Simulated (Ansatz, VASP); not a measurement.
Two plane-wave programs on P

Contents of INCAR:

```
PREC = Accurate
ENCUT = 520
EDIFF = 1E-7
ISMEAR = 0
SIGMA = 0.05
LREAL = False
LASPH = True
NELM = 60
ALGO = Normal
ISIF = 2
LWAVE = False
LCHARG = False
GGA = PS
NBANDS = 18
```

The input KPOINTS:

```
Automatic mesh
0
Gamma
  8 1 6
```

Contents of POSCAR:

```
P
1.0
    3.1852158884      0.0000000000      0.0000000000
    0.0000000000     33.8113200603      0.0000000000
    0.0000000000      0.0000000000      4.6320847100
P
4
Direct
    0.0000000000      0.9702614300      0.5921507200
    0.0000000000      0.0297385700      0.4078492800
    0.5000000000      0.0297385700      0.0921507200
    0.5000000000      0.9702614300      0.9078492800
```

Input for Ansatz:

```yaml
crystal:
  lattice:
    - [3.1852158884, 0.0, 0.0]
    - [0.0, 33.8113200603, 0.0]
    - [0.0, 0.0, 4.63208471]
  atoms:
    - { symbol: P, position: [0.0, 0.97026143, 0.59215072] }
    - { symbol: P, position: [0.0, 0.02973857, 0.40784928] }
    - { symbol: P, position: [0.5, 0.02973857, 0.09215072] }
    - { symbol: P, position: [0.5, 0.97026143, 0.90784928] }
basis:
  ecutwfc: 420
kpoints:
  mp_grid: { grid: [8, 1, 6] }
hamiltonian:
  xc: pbesol
scf:
  occupations: { method: gaussian, width: 0.05 }
output:
  forces: true
  stress: true
  eigenvalues: true
```

Change from the starting cell: strain -0.030 along x and y, +0.000 along z, atoms carried along.

Alike in both runs: task single point; functional PBEsol; k mesh 8 × 1 × 6; occupations gaussian, width 0.05 eV; no spin polarisation.

|  | VASP | Ansatz |
| --- | --- | --- |
| version | VASP 6.6.1 | Ansatz 0.2.0 |
| potentials or method | VASP PAW PBE potentials, release 64 (P), cutoff 520 eV | scalar-relativistic, plane waves, PAW |
| valence electrons in the cell | 20 | 20 |

VASP gave:

```
gap on the k mesh at the Fermi level (eV) : 1.00
least direct gap on the mesh (eV)         : 1.02
rms of the force components (eV/Å)        : 0.406
```

Question: Estimate Ansatz's values.

Answer: gap on the k mesh at the Fermi level (eV): 0.98; least direct gap on the mesh (eV): 1.01; rms of the force components (eV/Å): 0.418.

VASP's potentials were made for PBE, not for PBEsol. Atom by atom the forces differ by 0.013 eV/Å (rms over components). The functional is the same, so the differences come from potentials, cutoffs and numerics.
